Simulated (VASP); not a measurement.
**CuI (Marshite): single point with PBE+D3(BJ)+U**

Crystal: CuI (Marshite).

```
I Cu
1.0
     0.00000    2.96962    2.96962
     2.96962    0.00000    2.96962
     2.96962    2.96962    0.00000
I Cu
1 1
Direct
  0.00000 0.00000 0.00000
  0.75000 0.75000 0.75000
```

This cell differs from its parent crystal: volume scaled by 0.94.

* Program: VASP 6.6.1
* Task: single point
* Functional: PBE
* Dispersion: D3(BJ)
* Potentials or basis: VASP PAW PBE potentials, release 64 (I, Cu)
* Cutoff: 520 eV
* k mesh: 8 × 8 × 8
* Occupations: gaussian, width 0.01 eV
* Spin: no spin polarisation
* Hubbard terms: Cu d U = 3.5 eV
* Dipole correction: no
* Further INCAR settings: ALGO = Normal; EDIFF = 1e-07; NBANDS = 16

| Item | Value |
| --- | --- |
| Pressure | 1.2 GPa |
| Band gap on the k mesh | 1.83 eV, direct |
| Dispersion energy per atom | -0.367 eV |

Levels at points of the mesh, in eV from the valence-band top:
```
           k point  band 7  band 8  band 9  band 10  band 11  band 12
(0.00, 0.00, 0.00)    0.00    0.00    0.00     1.83     5.32     5.32
(0.50, 0.00, 0.00)   -2.45   -0.83   -0.83     2.70     5.80     5.80
(0.50, 0.50, 0.00)   -2.36   -1.96   -1.96     2.95     3.28    10.09
```

Eigenvalues of the final occupation matrices:
```
    site  spin  trace               eigenvalues
site 2 d     1   4.73  0.94 0.94 0.95 0.95 0.95
site 2 d     2   4.73  0.94 0.94 0.95 0.95 0.95
```

Run time: 21 s on 1 thread of Intel Xeon 6975P-C, with other jobs on the host, peak memory 0.2 GiB.

Caveat: spin-orbit coupling is left out, which moves the levels of the heavy elements.
